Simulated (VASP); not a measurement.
Runs of VASP 6.6.1 on GaSb. The structure is that of space group I-4m2 (No. 119), or close to it. The cells are those of the table. 

```csv
cell,gap on the mesh (eV),pressure (GPa)
"a = 4.206 Å, angles 98.2, 98.2, 135.6°, 2 atoms",none,-2.8
"a = 4.269 Å, angles 97.2, 97.2, 138.5°, 2 atoms",none,-3.0
"a = 4.149 Å, angles 99.4, 99.4, 132.4°, 2 atoms",none,(a)
"a = 4.098 Å, angles 100.7, 100.7, 129.0°, 2 atoms",none,(b)
"a = 4.336 Å, angles 96.4, 96.4, 141.1°, 2 atoms",none,-2.0
```

Alike in all rows: task single point; level PBEsol; potentials or basis VASP PAW PBE potentials, release 64 (Ga_d, Sb); no spin polarisation; k mesh 8 × 8 × 8; cutoff (eV) 520; smearing gaussian 0.05 eV.

Task: Fill in the values left out.

Result: (a) -1.8; (b) -1.0.

Caveats: the PAW data sets were made with another functional, which shifts forces and pressure a little; spin-orbit coupling is left out, which moves the levels of the heavy elements.

A k mesh can miss the band edges, and the runs leave out spin-orbit coupling on Ga, Sb.

A gap of «none» marks levels without a gap at the run's occupations.
